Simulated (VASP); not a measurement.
**MgO: single point with PBEsol**

The system is MgO.

```xyz
4
Lattice="3.3724 0.0000 0.0000 -1.6862 2.9206 0.0000 0.0000 0.0000 4.4883" Properties=species:S:1:pos:R:3 pbc="T T T"
Mg    1.6862    1.0677    3.3663
Mg    0.0000    1.8529    1.1221
O     1.6862    0.9042    1.1221
O     0.0000    2.0164    3.3663
```

This cell differs from its parent crystal: mode 5 frozen in at +0.098 Å, strain +e along z and -e/2 along x and y +0.0700.

```yaml
Program: VASP 6.6.1
Task: single point
Functional: PBEsol
Potentials_or_basis: VASP PAW PBE potentials, release 64 (Mg, O)
Cutoff: 520 eV
k_mesh: 9 × 9 × 6
Occupations: gaussian, width 0.05 eV
Spin: no spin polarisation
```

* Pressure: 2.4 GPa
* Largest force: 0.653 eV/Å
* Band gap on the k mesh: 3.13 eV, direct

Forces in eV/Å, atoms in the order of the input:
```
Mg   0.000 -0.653  0.000
Mg   0.000  0.653  0.000
O    0.000  0.170  0.000
O    0.000 -0.170  0.000
```

Stress tensor (GPa, compression positive):
```
 9.33  0.00  0.00
 0.00  5.44  0.00
 0.00  0.00 -7.53
```

Levels at points of the mesh, in eV from the valence-band top:
| k point | band 6 | band 7 | band 8 | band 9 | band 10 | band 11 |
| --- | --- | --- | --- | --- | --- | --- |
| (0.00, 0.00, 0.00) | -1.17 | -0.93 | 0.00 | 3.13 | 8.95 | 10.95 |
| (0.00, 0.00, 0.50) | -1.42 | -1.36 | -1.36 | 6.09 | 6.09 | 13.30 |

Run time: 25 s on 1 thread of Intel(R) Xeon(R) 6975P-C (Granite Rapids), with other jobs on the host, peak memory 0.21 GiB.

Caveat: the cell differs from its parent crystal (mode 5 frozen in at +0.098 Å, strain +e along z and -e/2 along x and y +0.0700); the PAW data sets were made with another functional, which shifts forces and pressure a little.
